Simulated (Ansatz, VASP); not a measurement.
Two plane-wave programs on Mn3Sn

INCAR

```
SYSTEM = Mn3Sn
PREC = Accurate
ENCUT = 520
EDIFF = 1E-6
ISMEAR = -1
SIGMA = 0.1
LREAL = .False.
LASPH = .True.
NELM = 150
ALGO = Normal
ISIF = 2
LWAVE = .False.
LCHARG = .False.
ISPIN = 2
MAGMOM = 3.47 3.47 3.47 3.47 3.47 3.47 -0.14 -0.14
LORBIT = 11
LMAXMIX = 4
GGA = PE
NBANDS = 67
```

Contents of KPOINTS:

```
Automatic mesh
0
Gamma
  5 5 5
  0 0 0
```

The input POSCAR:

```
Mn3Sn
1.0
    5.6699982500      0.0000000000      0.0000000000
   -2.8349991300      4.9103625200      0.0000000000
    0.0000000000      0.0000000000      4.5300000000
Mn Sn
6 2
Direct
    0.8330000000      0.6660000000      0.2500000000
    0.1670000000      0.8330000000      0.7500000000
    0.3340000000      0.1670000000      0.2500000000
    0.1670000000      0.3340000000      0.7500000000
    0.8330000000      0.1670000000      0.2500000000
    0.6660000000      0.8330000000      0.7500000000
    0.3333333300      0.6666666700      0.2500000000
    0.6666666700      0.3333333300      0.7500000000
```

Input for Ansatz:

```yaml
crystal:
  lattice:
    - [5.66999825, 0.0, 0.0]
    - [-2.83499913, 4.91036252, 0.0]
    - [0.0, 0.0, 4.53]
  atoms:
    - { symbol: Mn, position: [0.833, 0.666, 0.25] }
    - { symbol: Mn, position: [0.167, 0.833, 0.75] }
    - { symbol: Mn, position: [0.334, 0.167, 0.25] }
    - { symbol: Mn, position: [0.167, 0.334, 0.75] }
    - { symbol: Mn, position: [0.833, 0.167, 0.25] }
    - { symbol: Mn, position: [0.666, 0.833, 0.75] }
    - { symbol: Sn, position: [0.33333333, 0.66666667, 0.25] }
    - { symbol: Sn, position: [0.66666667, 0.33333333, 0.75] }
hamiltonian:
  xc: pbe
  pseudopotentials: { kind: paw }
basis:
  ecutwfc: 420
kpoints:
  mp_grid: { grid: [5, 5, 5] }
scf:
  occupations: { method: fermi_dirac, width: 0.1 }
  lower_state_search: "off"
output:
  forces: true
  stress: true
magnetization:
  spin_polarized: true
```

Alike in both runs: task single point; functional PBE; k mesh 5 × 5 × 5; occupations fermi-dirac, width 0.1 eV; collinear spin.

|  | VASP | Ansatz |
| --- | --- | --- |
| version | VASP 6.6.1 | Ansatz 0.2.0 |
| potentials or method | VASP PAW PBE potentials, release 64 (Mn_pv, Sn_d), cutoff 520 eV | PAW, plane waves, scalar-relativistic |
| valence electrons in the cell | 106 | 118 |

VASP gave:

- pressure (GPa): -3.0
- traceless stress, the component that is largest in VASP (GPa): 1.47
- rms of the force components (eV/Å): 0.224
- net moment per atom (μB): 2.37
- size of the moment on the site where the two differ most (μB): 0.19

Which values does Ansatz return?

Pressure (GPa): -3.1; traceless stress, the component that is largest in VASP (GPa): 1.49; rms of the force components (eV/Å): 0.225; net moment per atom (μB): 2.36; size of the moment on the site where the two differ most (μB): 0.13.

Site moments also hang on the region over which each program counts them. Atom by atom the forces differ by 0.001 eV/Å (rms over components). VASP's potentials hold 106 valence electrons a cell and Ansatz's 118, so a difference there can come from the potentials and not from the codes. Ansatz's warnings: no starting moments.
